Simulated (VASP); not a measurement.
# HfHg (Pm-3m) in VASP: notebook, part 2 of 2

VASP 6.6.1. Earlier steps stand in the parts before.

## Step 4: Single point, PBEsol (volume scaled by 1.020)

Input file INCAR:

```
SYSTEM = HfHg
PREC     = Accurate       ! precision mode
ENCUT    = 520            ! plane-wave cutoff, eV
EDIFF    = 1E-6           ! SCF threshold, eV
ISMEAR   = 0              ! smearing method
SIGMA    = 0.05           ! smearing width, eV
LREAL    = .FALSE.        ! projectors in reciprocal space
LASPH    = .TRUE.         ! aspherical terms in the spheres
NELM     = 60             ! most SCF steps
ALGO     = Normal         ! electronic algorithm
ISIF     = 2              ! what is computed and relaxed
LWAVE    = .FALSE.        ! write WAVECAR
LCHARG   = .FALSE.        ! write CHGCAR
GGA      = PS             ! functional
NBANDS   = 18             ! bands
```

Input file KPOINTS:

```
Automatic mesh
0
G
  10 10 10
  0 0 0
```

Input file POSCAR:

```
HfHg
1.0
    3.4600753065      0.0000000000      0.0000000000
    0.0000000000      3.4600753065      0.0000000000
    0.0000000000      0.0000000000      3.4600753065
Hf Hg
1 1
Direct
    0.0000000000      0.0000000000      0.0000000000
    0.5000000000      0.5000000000      0.5000000000
```

Potentials or basis: VASP PAW PBE potentials, release 64 (Hf_pv, Hg).

On the command line:

```
> cat potpaw_PBE.64/Hf_pv/POTCAR potpaw_PBE.64/Hg/POTCAR > POTCAR
> mpirun -np 1 vasp_std > vasp.out
```

OUTCAR:

```text
SYSTEM = HfHg
   PREC = Accurate
   ENCUT = 520
   EDIFF = 1E-6
   ISMEAR = 0
   LREAL = .FALSE.
   LASPH = .TRUE.
   NELM = 60
   ISIF = 2
   GGA = PS

 ion  position               nearest neighbor table
   1  0.000  0.000  0.000-   2 3.00   2 3.00   2 3.00   2 3.00   2 3.00   2 3.00   2 3.00   2 3.00

   2  0.500  0.500  0.500-   1 3.00   1 3.00   1 3.00   1 3.00   1 3.00   1 3.00   1 3.00   1 3.00

  LATTYP: Found a simple cubic cell.
 ALAT       =     3.4600753065

  Lattice vectors:

 A1 = (   3.4600753065,   0.0000000000,   0.0000000000)
 A2 = (   0.0000000000,   3.4600753065,   0.0000000000)
 A3 = (   0.0000000000,   0.0000000000,   3.4600753065)

Analysis of symmetry for initial positions (statically):
=====================================================================
 Subroutine PRICEL returns:
 Original cell was already a primitive cell.

 Routine SETGRP: Setting up the symmetry group for a
 simple cubic supercell.

 Subroutine GETGRP returns: Found 48 space group operations
 (whereof 48 operations were pure point group operations)
 out of a pool of 48 trial point group operations.

The static configuration has the point symmetry O_h .

Analysis of symmetry for dynamics (positions and initial velocities):
=====================================================================
 Subroutine PRICEL returns:
 Original cell was already a primitive cell.

 Routine SETGRP: Setting up the symmetry group for a
 simple cubic supercell.

 Subroutine GETGRP returns: Found 48 space group operations
 (whereof 48 operations were pure point group operations)
 out of a pool of 48 trial point group operations.

The dynamic configuration has the point symmetry O_h .

 Subroutine INISYM returns: Found 48 space group operations
 (whereof 48 operations are pure point group operations),
 and found     1 'primitive' translations

----------------------------------------------------------------------------------------
[... 106 lines left out ...]
   EMIN   =  10.00;   EMAX   =-10.00  energy-range for DOS
   EFERMI =   0.00;   METHOD = LEGACY
   ISMEAR =     0;   SIGMA  =   0.05  broadening in eV -4-tet -1-fermi 0-gaus
   EFERMI_NEDOS =   21; number of points for ismear=-14 and -15
   IALGO  =     38    algorithm
   IMIX   =      4    mixing-type and parameters
     AMIX     =   0.40;   BMIX     =  1.00
     AMIX_MAG =   1.60;   BMIX_MAG =  1.00
  volume/ion in A,a.u.               =      20.71       139.77
  Fermi-wavevector in a.u.,A,eV,Ry     =   1.325756  2.505315 23.913984  1.757628
  Thomas-Fermi vector in A             =   2.455193
   LORBIT       =      0    0 simple, 1 ext, 2 COOP (PROOUT), +10 PAW based schemes
   GGA     = PS    functional components
   LHFCALC =     F    Hartree Fock is set to
   AEXX    =    0.0000 exact exchange contribution
   IVDW    =     0    specifies the selected vdW correction
   LEPSILON=     F    determine dielectric tensor
   LRPA    =     F    only Hartree local field effects (RPA)
 non-spin polarized calculation
 Gauss-broadening in eV      SIGMA  =   0.05
  energy-cutoff  :      520.00
  volume of cell :       41.42
 maximum number of plane-waves:      1141
 NGX is ok and might be reduce to    28
   NGX = 13   NGY = 13   NGZ = 13

 number of electron      21.9999994 magnetization

 Free energy of the ion-electron system (eV)
  ---------------------------------------------------
  ext. energy  EPLUGINS =         0.00000000
  ---------------------------------------------------
  free energy    TOTEN  =       -11.30552077 eV

  energy without entropy =      -11.30422560  energy(sigma->0) =      -11.30487318

 E-fermi :   4.8097     XC(G=0): -11.8121

 val. band max:        4.8037796437   @ k =   0.5000   0.5000   0.0000
 cond. band min:       4.8254929664   @ k =   0.5000   0.2000   0.1000
 fundamental gap:      0.0217133227
 Fermi energy:         4.8097263522

 k-point     1 :       0.0000    0.0000    0.0000
  band No.  band energies     occupation
      1     -26.2561      2.00000
      2     -26.2561      2.00000
      3     -26.2561      2.00000
      4      -4.7235      2.00000
      5      -3.4520      2.00000
      6      -3.4520      2.00000
[... 481 lines left out ...]
      5      -3.1759      2.00000
      6      -2.8607      2.00000
[... 10 lines left out ...]
     17      13.5431      0.00000
     18      16.6259      0.00000

 [... further k-points ...]
[... 5 lines left out ...]
  --------------------------------------------------------------------------------------
  -------------------------------------------------------------------------------------
  Total       -0.6856535     -0.6856535     -0.6856535     -0.0000000      0.0000000     -0.0000000
  in kB      -26.5190909    -26.5190909    -26.5190909     -0.0000000      0.0000000     -0.0000000
  external PRESSURE =     -26.5190909 kB  Pullay stress =       0.0000000 kB

 VOLUME and BASIS-vectors are now :
 -----------------------------------------------------------------------------
  energy-cutoff  :      520.00
  volume of cell :       41.42
      direct lattice vectors                 reciprocal lattice vectors
     3.460075306  0.000000000  0.000000000     0.289011051  0.000000000  0.000000000
     0.000000000  3.460075306  0.000000000     0.000000000  0.289011051  0.000000000
     0.000000000  0.000000000  3.460075306     0.000000000  0.000000000  0.289011051

 POSITION                                       TOTAL-FORCE (eV/Angst)
 -----------------------------------------------------------------------------------
      0.00000      0.00000      0.00000         0.000000      0.000000      0.000000
      1.73004      1.73004      1.73004         0.000000      0.000000      0.000000
 -----------------------------------------------------------------------------------
    total drift:                                0.000000      0.000000      0.000000

  FREE ENERGIE OF THE ION-ELECTRON SYSTEM (eV)
  ---------------------------------------------------
  free  energy   TOTEN  =       -11.3055207653 eV

  energy  without entropy=      -11.3042256042  energy(sigma->0) =      -11.30487318
```

stdout:

```text
POSCAR found type information on POSCAR HfHg
 POSCAR found :  2 types and       2 ions
 scaLAPACK will be used
 -----------------------------------------------------------------------------
|                                                                             |
|                                                                             |
|     You enforced a specific xc type in the INCAR file but a different       |
|     I HOPE YOU KNOW WHAT YOU ARE DOING!                                     |
|                                                                             |
 -----------------------------------------------------------------------------

 LDA part: xc-table for (Slater+PW92), standard interpolation
 POSCAR, INCAR and KPOINTS ok, starting setup
 FFT: planning ... GRIDC
 FFT: planning ... GRID_SOFT
 FFT: planning ... GRID
 WAVECAR not read
 entering main loop
```

Run time: 14 s. Hardware: 1 thread of Intel Xeon 6975P-C (Granite Rapids), shared host; peak memory 0.18 GiB.

Results:

```
Free energy            : -11.3055 eV
Pressure               : -2.7 GPa
Band gap on the k mesh : zero (band 11 reaches 4.83 eV, above the bottom of band 12 at 3.67 eV)
```

Levels at points of the mesh, in eV from the Fermi level:
```csv
k point,band 8,band 9,band 10,band 11,band 12,band 13,band 14,band 15
"(0.00, 0.00, 0.00)",-7.35,-7.35,-0.16,-0.16,3.62,3.62,3.62,4.95
"(0.50, 0.00, 0.00)",-7.23,-5.16,-5.11,-0.72,0.58,0.58,3.21,4.52
"(0.50, 0.50, 0.00)",-6.74,-4.64,-1.03,-1.03,-0.01,2.73,2.73,4.64
"(0.50, 0.50, 0.50)",-6.72,-2.67,-2.67,-2.67,-1.14,4.78,4.78,5.74
```

Caveat: the PAW data sets were made with another functional, which shifts forces and pressure a little; spin-orbit coupling is left out, which moves the levels of the heavy elements.

## Step 5: Single point, PBEsol (volume scaled by 1.040)

Input file INCAR:

```
  PREC = Accurate
  ENCUT = 520
  EDIFF = 1E-6
  ISMEAR = 0
  SIGMA = 0.05
  LREAL = F
  LASPH = T
  NELM = 80
  ALGO = Normal
  ISIF = 2
  LWAVE = F
  LCHARG = F
  GGA = PS
  NBANDS = 18
```

Input file KPOINTS:

```
regular mesh
0
Gamma
  10 10 10
```

Input file POSCAR:

```
HfHg
1.0
    3.4825439575      0.0000000000      0.0000000000
    0.0000000000      3.4825439575      0.0000000000
    0.0000000000      0.0000000000      3.4825439575
Hf Hg
1 1
Direct
    0.0000000000      0.0000000000      0.0000000000
    0.5000000000      0.5000000000      0.5000000000
```

On the command line:

```
> cat potpaw_PBE.64/Hf_pv/POTCAR potpaw_PBE.64/Hg/POTCAR > POTCAR
> mpirun -np 1 vasp_std > vasp.out
```

Run time: 13 s. Hardware: 1 thread of Intel Xeon 6975P-C (Granite Rapids), shared host; peak memory 0.19 GiB.

It converged, with:

```yaml
Free_energy: -11.2867 eV
Pressure: -4.9 GPa
Band_gap_on_the_k_mesh: zero (band 11 reaches 4.67 eV, above the bottom of band 12 at 3.47 eV)
```

Levels at points of the mesh, in eV from the Fermi level:
```tsv
k point	band 9	band 10	band 11	band 12	band 13	band 14
(0.00, 0.00, 0.00)	-7.30	-0.17	-0.17	3.52	3.52	3.52
(0.50, 0.00, 0.00)	-5.15	-5.05	-0.69	0.57	0.57	3.14
(0.50, 0.50, 0.00)	-4.62	-1.03	-1.03	-0.05	2.65	2.65
(0.50, 0.50, 0.50)	-2.60	-2.60	-2.60	-1.19	4.66	4.66
```

Caveat: the PAW data sets were made with another functional, which shifts forces and pressure a little; spin-orbit coupling is left out, which moves the levels of the heavy elements.

## Step 6: The runs side by side

```csv
cell,gap on the mesh (eV),pressure (GPa)
"a = 3.391 Å, 2 atoms",none,5.6
"a = 3.414 Å, 2 atoms",none,2.6
"a = 3.460 Å, 2 atoms",none,-2.7
"a = 3.483 Å, 2 atoms",none,-4.9
```

Alike in all rows: task single point; level PBEsol; potentials or basis VASP PAW PBE potentials, release 64 (Hf_pv, Hg); no spin polarisation; k mesh 10 × 10 × 10; cutoff (eV) 520; smearing gaussian 0.05 eV.

Caveats: the PAW data sets were made with another functional, which shifts forces and pressure a little; spin-orbit coupling is left out, which moves the levels of the heavy elements.

Absolute energies hang on the potentials; compare differences alone.
